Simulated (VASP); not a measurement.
# Ru (Pm-3m) in VASP: a series of runs, part 2 of 2

VASP 6.6.1. The steps go on from the part before.

### Step 3. Single point, r2SCAN (15.47 Å³/atom)

This run uses another cell than the first one, of 15.47 Å³/atom.

POSCAR reads:

```
Ru
1.0
    2.4914415084      0.0000000000      0.0000000000
    0.0000000000      2.4914415084      0.0000000000
    0.0000000000      0.0000000000      2.4914415084
Ru
1
Direct
    0.0000000000      0.0000000000      0.0000000000
```

INCAR.step1 reads:

```
SYSTEM = Ru
PREC = Accurate
ENCUT = 620
ISMEAR = -1
SIGMA = 0.1
LREAL = .False.
LASPH = .True.
NELM = 120
NBANDS = 14
GGA = PE
ALGO = Normal
EDIFF = 1E-5
LWAVE = .True.
LCHARG = .False.
GGA_COMPAT = .False.
```

INCAR.step2 reads:

```
SYSTEM = Ru
PREC = Accurate
ENCUT = 620
EDIFF = 1E-6
ISMEAR = -1
SIGMA = 0.1
LREAL = .False.
LASPH = .True.
NELM = 120
ALGO = Normal
ISIF = 2
LWAVE = .False.
LCHARG = .True.
METAGGA = R2SCAN
LMIXTAU = .True.
LELF = .True.
LVHAR = .True.
NBANDS = 14
ISTART = 1
GGA_COMPAT = .False.
```

KPOINTS reads:

```
Automatic mesh
0
Gamma
  14 14 14
  0 0 0
```

Potentials or basis: VASP PAW PBE potentials, release 64 (Ru_sv).

On the command line:

```bash
$ cat potpaw_PBE.64/Ru_sv/POTCAR > POTCAR
$ cp INCAR.step1 INCAR
$ mpirun -np 1 vasp_std > vasp.out
$ cp INCAR.step2 INCAR
$ mpirun -np 1 vasp_std > vasp.out
```

OUTCAR:

```text
SYSTEM = Ru
   PREC = Accurate
   ENCUT = 620
   EDIFF = 1E-6
   ISMEAR = -1
   LREAL = .False.
   LASPH = .True.
   NELM = 120
   ISIF = 2
   METAGGA = R2SCAN
   ISTART = 1

 ion  position               nearest neighbor table
   1  0.000  0.000  0.000-

  LATTYP: Found a simple cubic cell.
 ALAT       =     2.4914415084

  Lattice vectors:

 A1 = (   2.4914415084,   0.0000000000,   0.0000000000)
 A2 = (   0.0000000000,   2.4914415084,   0.0000000000)
 A3 = (   0.0000000000,   0.0000000000,   2.4914415084)

Analysis of symmetry for initial positions (statically):
=====================================================================
 Subroutine PRICEL returns:
 Original cell was already a primitive cell.

 Routine SETGRP: Setting up the symmetry group for a
 simple cubic supercell.

 Subroutine GETGRP returns: Found 48 space group operations
 (whereof 48 operations were pure point group operations)
 out of a pool of 48 trial point group operations.

The static configuration has the point symmetry O_h .

Analysis of symmetry for dynamics (positions and initial velocities):
[... 170 lines left out ...]
      6       7.0682      2.00000
      7       7.0682      2.00000
      8      14.5892      0.00000
      9      14.5892      0.00000
     10      14.5892      0.00000
     11      30.4835      0.00000
     12      30.4835      0.00000
     13      30.4835      0.00000
     14      38.6191      0.00000
[... 377 lines left out ...]
      1     -62.1469      2.00000
      2     -31.8333      2.00000
      3     -31.2823      2.00000
      4     -30.7765      2.00000
      5       8.0115      2.00000
      6       8.7297      2.00000
      7      10.3907      2.00000
      8      12.4212      1.96940
      9      13.6938      0.00038
     10      13.7518      0.00021
     11      22.8841      0.00000
     12      29.3012      0.00000
     13      32.6246      0.00000
     14      37.5332      0.00000

 [... further k-points ...]

------------------------ aborting loop because EDIFF is reached ----------------------------------------

  FORCE on cell =-STRESS in cart. coord.  units (eV):
  Direction    XX          YY          ZZ          XY          YZ          ZX
  --------------------------------------------------------------------------------------
  -------------------------------------------------------------------------------------
  Total        0.0407654      0.0407654      0.0407654      0.0000000     -0.0000000      0.0000000
  in kB        4.2232847      4.2232847      4.2232847      0.0000000     -0.0000000      0.0000000
  external PRESSURE =       4.2232847 kB  Pullay stress =       0.0000000 kB

 VOLUME and BASIS-vectors are now :
 -----------------------------------------------------------------------------
  energy-cutoff  :      620.00
  volume of cell :       15.47
      direct lattice vectors                 reciprocal lattice vectors
     2.491441508  0.000000000  0.000000000     0.401374063  0.000000000  0.000000000
     0.000000000  2.491441508  0.000000000     0.000000000  0.401374063  0.000000000
     0.000000000  0.000000000  2.491441508     0.000000000  0.000000000  0.401374063

 POSITION                                       TOTAL-FORCE (eV/Angst)
 -----------------------------------------------------------------------------------
      0.00000      0.00000      0.00000         0.000000      0.000000      0.000000
 -----------------------------------------------------------------------------------
    total drift:                               -0.000000     -0.000000     -0.000000

  FREE ENERGIE OF THE ION-ELECTRON SYSTEM (eV)
  ---------------------------------------------------
  free  energy   TOTEN  =       -24.3238251687 eV

  energy  without entropy=      -24.2750689550  energy(sigma->0) =      -24.29944706
```

It took 1.9 min on 1 thread of AMD EPYC 7R43 (Zen 3), shared host; peak memory 0.11 GiB.

What came out:

```yaml
Free_energy: -24.3238 eV
Pressure: 0.4 GPa
Band_gap_on_the_k_mesh: zero (bands 8 and 9 overlap by 4.77 eV)
```

Levels at points of the mesh, in eV from the Fermi level:
```tsv
k point	band 6	band 7	band 8	band 9	band 10	band 11
(0.00, 0.00, 0.00)	-5.77	-5.77	1.75	1.75	1.75	17.65
(0.50, 0.00, 0.00)	-4.71	-1.05	-1.05	-0.13	2.02	7.89
(0.50, 0.50, 0.00)	-3.86	-0.50	-0.50	3.75	6.08	6.08
(0.50, 0.50, 0.50)	-5.05	-5.05	3.93	3.93	9.84	13.52
```

Caveat: the PAW data sets were made with another functional, which shifts forces and pressure a little.

### Step 4. Single point, r2SCAN (14.23 Å³/atom)

This run uses another cell than the first one, of 14.23 Å³/atom.

POSCAR reads:

```
Ru
1.0
    2.4231481722      0.0000000000      0.0000000000
    0.0000000000      2.4231481722      0.0000000000
    0.0000000000      0.0000000000      2.4231481722
Ru
1
Direct
    0.0000000000      0.0000000000      0.0000000000
```

INCAR.step1 is that of step 3.

INCAR.step2, as its differences from that of step 3:

```diff
@@ -12,7 +12,5 @@
 LWAVE = .False.
-LCHARG = .True.
+LCHARG = .False.
 METAGGA = R2SCAN
 LMIXTAU = .True.
-LELF = .True.
-LVHAR = .True.
 NBANDS = 14
```

KPOINTS reads:

```
regular mesh
0
Gamma
  14 14 14
  0 0 0
```

On the command line:

```bash
$ cat potpaw_PBE.64/Ru_sv/POTCAR > POTCAR
$ cp INCAR.step1 INCAR
$ mpirun -np 1 vasp_std > vasp.out
$ cp INCAR.step2 INCAR
$ mpirun -np 1 vasp_std > vasp.out
```

Run time: 63 s. Hardware: 1 thread of Intel Xeon Platinum 8259CL at 2.50GHz (Skylake/Cascade Lake), shared host; peak memory 0.14 GiB.

It converged, with:

```yaml
Free_energy: -24.2324 eV
Pressure: 24.8 GPa
Band_gap_on_the_k_mesh: zero (bands 8 and 9 overlap by 5.39 eV)
```

Levels at points of the mesh, in eV from the Fermi level:
| k point | band 5 | band 6 | band 7 | band 8 | band 9 | band 10 | band 11 | band 12 |
| --- | --- | --- | --- | --- | --- | --- | --- | --- |
| (0.00, 0.00, 0.00) | -7.95 | -6.45 | -6.45 | 1.99 | 1.99 | 1.99 | 18.31 | 18.31 |
| (0.50, 0.00, 0.00) | -5.54 | -5.09 | -1.22 | -1.22 | -0.25 | 2.31 | 8.76 | 17.11 |
| (0.50, 0.50, 0.00) | -7.33 | -4.24 | -0.58 | -0.58 | 4.26 | 6.43 | 6.43 | 15.52 |
| (0.50, 0.50, 0.50) | -5.73 | -5.73 | -5.73 | 4.48 | 4.48 | 9.53 | 14.63 | 14.63 |

Caveat: the cell stands under pressure; the PAW data sets were made with another functional, which shifts forces and pressure a little.

### Step 5. Relaxation of cell and atoms, r2SCAN

This run uses another cell than the first one, of 14.64 Å³/atom.

POSCAR reads:

```
Ru
1.0
    2.4462764308      0.0000000000      0.0000000000
    0.0000000000      2.4462764308      0.0000000000
    0.0000000000      0.0000000000      2.4462764308
Ru
1
Direct
    0.0000000000      0.0000000000      0.0000000000
```

INCAR.step1 reads:

```
SYSTEM = Ru
PREC = Accurate ; ENCUT = 620
ISMEAR = -1 ; SIGMA = 0.1
LREAL = .False. ; LASPH = .True.
NELM = 120 ; GGA = PE
ALGO = Normal ; EDIFF = 1E-5
LWAVE = .True. ; LCHARG = .False.
GGA_COMPAT = .False. ; IBRION = 2
ISIF = 3 ; EDIFFG = -0.005
NELMIN = 4 ; NSW = 100
```

INCAR.step2 reads:

```
SYSTEM = Ru
PREC = Accurate ; ENCUT = 620
EDIFF = 1E-7 ; ISMEAR = -1
SIGMA = 0.1 ; LREAL = .False.
LASPH = .True. ; NELM = 120
ALGO = Normal ; ISIF = 3
LWAVE = .False. ; LCHARG = .False.
METAGGA = R2SCAN ; LMIXTAU = .True.
IBRION = 2 ; NSW = 80
EDIFFG = -0.01 ; ISTART = 1
GGA_COMPAT = .False. ; NELMIN = 4
```

KPOINTS reads:

```
Automatic mesh
0
Gamma
  13 13 13
  0 0 0
```

On the command line:

```bash
$ cat potpaw_PBE.64/Ru_sv/POTCAR > POTCAR
$ cp INCAR.step1 INCAR
$ mpirun -np 1 vasp_std > vasp.out
$ cp INCAR.step2 INCAR
$ mpirun -np 1 vasp_std > vasp.out
```

It took 3.9 min on 1 thread of Intel Xeon Platinum 8259CL at 2.50GHz (Skylake/Cascade Lake), shared host; peak memory 0.14 GiB.

The run converged. Its results:

| Quantity | Value |
| --- | --- |
| Free energy | -24.3229 eV |
| Relaxed volume | 15.48 Å³/atom |
| Relaxed cell | a = 2.492 Å, b = 2.492 Å, c = 2.492 Å, α = 90.00°, β = 90.00°, γ = 90.00° |
| Space group after relaxing (to 0.1 Å) | Pm-3m (No. 221) |
| Energy gained by relaxing | 37.7 meV/atom |
| Ionic steps | 4 |
| Pressure after relaxing | -0.1 GPa |
| Band gap on the k mesh | zero (bands 8 and 9 overlap by 4.65 eV) |

Step by step:
```
step  energy change (eV)  largest force (eV/Å)  pressure (GPa)  volume (Å³)
   1              0.0000                0.0000           15.25        14.64
   2              0.1614                0.0000          -24.07        17.79
   3             -0.0376                0.0000           -0.70        15.52
   4             -0.0377                0.0000           -0.06        15.48
```

Final structure:
```yaml
crystal:
  lattice:
    - [2.49231, 0.00000, 0.00000]
    - [0.00000, 2.49231, 0.00000]
    - [0.00000, 0.00000, 2.49231]
  atoms:
    - { symbol: Ru, position: [0.00000, 0.00000, 0.00000] }
```

Levels at points of the mesh, in eV from the Fermi level:
```csv
k point,band 6,band 7,band 8,band 9,band 10,band 11
"(0.00, 0.00, 0.00)",-5.77,-5.77,1.73,1.73,1.73,17.63
```

Caveat: the PAW data sets were made with another functional, which shifts forces and pressure a little.

### Step 6. Summary

```csv
task,cell,k mesh,gap on the mesh (eV),pressure (GPa)
single point,"a = 2.524 Å, 1 atom",14 × 14 × 14,none,-8.2
single point,"a = 2.491 Å, 1 atom",14 × 14 × 14,none,0.4
single point,"a = 2.423 Å, 1 atom",14 × 14 × 14,none,24.8
relaxation of cell and atoms,"relaxed from a = 2.446 Å, 1 atom",13 × 13 × 13,none,-0.1
```

Alike in all rows: level r2SCAN; potentials or basis VASP PAW PBE potentials, release 64 (Ru_sv); no spin polarisation; cutoff (eV) 620; smearing fermi-dirac 0.1 eV.

Caveats: the PAW data sets were made with another functional, which shifts forces and pressure a little; the cell stands under tension (at least some runs); the cell stands under pressure (at least some runs).

Total energies depend on the potentials used, so only differences within one code and one set of settings carry meaning.
